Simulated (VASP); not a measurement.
Wanted: the native input for a VASP 6.6.1 run.

| Item | Value |
| --- | --- |
| Task | single point |
| Functional | LDA |
| Potentials or basis | VASP PAW LDA potentials, release 64 (Zr_sv, Ni, F) |
| Cutoff | 600 eV |
| k mesh | 5 × 5 × 5 |
| Occupations | methfessel-paxton, width 0.05 eV |
| Spin | collinear spin, ferromagnetic start |
| Starting moments | [0.0, 2.0, 0.0, 0.0, 0.0, 0.0, 0.0, 0.0] μB |
| Dipole correction | no |
| Further INCAR settings | ALGO = Normal; EDIFF = 1e-06; NBANDS = 46 |

The structure of ZrNiF6 lies in POSCAR:

```
ZrNiF6
1.0
    0.0000000000      3.9956000000      3.9956000000
    3.9956000000      0.0000000000      3.9956000000
    3.9956000000      3.9956000000      0.0000000000
Zr Ni F
1 1 6
Direct
    0.0000000000      0.0000000000      0.0000000000
    0.5000000000      0.5000000000      0.5000000000
    0.7482000000      0.2518000000      0.2518000000
    0.2518000000      0.7482000000      0.7482000000
    0.2518000000      0.7482000000      0.2518000000
    0.7482000000      0.2518000000      0.7482000000
    0.2518000000      0.2518000000      0.7482000000
    0.7482000000      0.7482000000      0.2518000000
```

One way to write it, as run:

INCAR

```
ALGO     = Normal         # electronic algorithm
EDIFF    = 1E-6           # SCF threshold, eV
ENCUT    = 600            # plane-wave cutoff, eV
GGA      = CA             # functional
GGA_COMPAT= F            
ISIF     = 2              # what is computed and relaxed
ISMEAR   = 1              # smearing method
ISPIN    = 2              # spin polarisation
LASPH    = T              # aspherical terms in the spheres
LCHARG   = F              # write CHGCAR
LMAXMIX  = 4              # l up to which the mixer works
LORBIT   = 11             # projections on sites
LREAL    = F              # projectors in reciprocal space
LWAVE    = F              # write WAVECAR
MAGMOM   = 0 2 0 0 0 0 0 0 # initial moments
NBANDS   = 46             # bands
NELM     = 200            # most SCF steps
PREC     = Accurate       # precision mode
SIGMA    = 0.05           # smearing width, eV
```

KPOINTS

```
k-points
0
Gamma
  5 5 5
```

Potentials or basis: VASP PAW LDA potentials, release 64 (Zr_sv, Ni, F).

Launch:

```console
$ cat potpaw_LDA.64/Zr_sv/POTCAR potpaw_LDA.64/Ni/POTCAR potpaw_LDA.64/F/POTCAR > POTCAR
$ mpirun -np 1 vasp_std > vasp.out
```

It gave:

```yaml
Pressure: -4.7 GPa
Largest_force: 0.043 eV/Å
Band_gap_on_the_k_mesh: 1.02 eV (least direct gap 1.02 eV)
Net_moment: 2.00 μB per cell
Site_moments: Zr +0.03; Ni +1.69; F +0.04 μB
Valence_electrons_inside_the_program's_atomic_spheres: Zr 9.59; Ni 8.84; F 6.08
```

Caveat: the cell stands under tension; an odd mesh through Γ misses points on the zone boundary, where band edges can lie; a cell with one magnetic atom can't hold antiferromagnetic order, which such compounds often take.

It took 2.5 min on 1 thread of Oxide Virtual Turin-like Processor, with other jobs on the host, peak memory 0.31 GiB.
